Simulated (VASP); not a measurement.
Input of a VASP 6.6.1 run:

Contents of POSCAR:

```
Zn2C
1.0
    0.0000000000      2.5779490376      2.5779490376
    2.5779490376      0.0000000000      2.5779490376
    2.5779490376      2.5779490376      0.0000000000
C Zn
1 2
Direct
    0.0000000000      0.0000000000      0.0000000000
    0.2500000000      0.2500000000      0.2500000000
    0.7500000000      0.7500000000      0.7500000000
```

File INCAR.step1:

```
  ALGO = Normal
  EDIFF = 1E-4
  ENCUT = 520
  GGA = PE
  ISMEAR = -1
  LASPH = True
  LCHARG = False
  LREAL = False
  LWAVE = True
  NBANDS = 21
  NELM = 60
  PREC = Accurate
  SIGMA = 0.02
```

Contents of INCAR.step2:

```
  ALGO = Normal
  EDIFF = 1E-6
  ENCUT = 520
  ISIF = 2
  ISMEAR = -1
  ISTART = 1
  IVDW = 12
  LASPH = True
  LCHARG = True
  LELF = True
  LMIXTAU = True
  LREAL = False
  LVHAR = True
  LWAVE = False
  METAGGA = R2SCAN
  NBANDS = 21
  NELM = 60
  PREC = Accurate
  SIGMA = 0.02
  VDW_A1 = 0.49484001
  VDW_A2 = 5.73083694
  VDW_S6 = 1.0
  VDW_S8 = 0.78981345
```

File KPOINTS:

```
k-points
0
Gamma
  6 6 6
```

Potentials or basis: VASP PAW PBE potentials, release 64 (C, Zn).

The run is started by

```bash
$ cat potpaw_PBE.64/C/POTCAR potpaw_PBE.64/Zn/POTCAR > POTCAR
$ cp INCAR.step1 INCAR
$ mpirun -np 1 vasp_std > vasp.out
$ cp INCAR.step2 INCAR
$ mpirun -np 1 vasp_std > vasp.out
```

**Question.** Estimate the pressure.

**Answer.** -1.8 GPa.

**Question.** Estimate the dispersion energy per atom.

**Answer.** -0.164 eV.

Caveat: the PAW data sets were made with another functional, which shifts forces and pressure a little.
